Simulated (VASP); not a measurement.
Wanted: the native input for a VASP 6.6.1 run.

```
Task                   : single point
Functional             : PBE
Potentials or basis    : VASP PAW PBE potentials, release 64 (Nb_sv, P)
Cutoff                 : 520 eV
k mesh                 : 11 × 11 × 11
Occupations            : methfessel-paxton, width 0.15 eV
Spin                   : no spin polarisation
Dipole correction      : no
Further INCAR settings : ALGO = Normal; EDIFF = 1e-07; NBANDS = 26
```

The structure of NbP lies in POSCAR:

```
NbP
1.0
   -1.7394058193      1.7394058193      5.9610955737
    1.7394058193     -1.7394058193      5.9610955737
    1.7394058193      1.7394058193     -5.9610955737
Nb P
2 2
Direct
    0.7498808000      0.7498808000      0.0000000000
    0.4998808000      0.9998808000      0.5000000000
    0.3327477700      0.3327477700      0.0000000000
    0.0827477800      0.5827477800      0.5000000000
```

The input as run:

INCAR

```
SYSTEM = NbP
PREC = Accurate
ENCUT = 520
EDIFF = 1E-7
ISMEAR = 1
SIGMA = 0.15
LREAL = .FALSE.
LASPH = .TRUE.
NELM = 60
ALGO = Normal
ISIF = 2
LWAVE = .FALSE.
LCHARG = .TRUE.
GGA = PE
LELF = .TRUE.
LVHAR = .TRUE.
NBANDS = 26
```

KPOINTS

```
regular mesh
0
G
  11 11 11
  0 0 0
```

Potentials or basis: VASP PAW PBE potentials, release 64 (Nb_sv, P).

Command:

```bash
$ cat potpaw_PBE.64/Nb_sv/POTCAR potpaw_PBE.64/P/POTCAR > POTCAR
$ mpirun -np 1 vasp_std > vasp.out
```

Results of the run:

```yaml
Pressure: -17.7 GPa
Largest_force: 0.015 eV/Å
Band_gap_on_the_k_mesh: zero (bands 18 and 19 overlap by 0.02 eV)
```

Caveat: the cell stands under tension.

Wall time 8.1 min on 1 thread of Intel(R) Xeon(R) Platinum 8259CL CPU @ 2.50GHz (Skylake/Cascade Lake), on a shared host, peak memory 0.44 GiB.
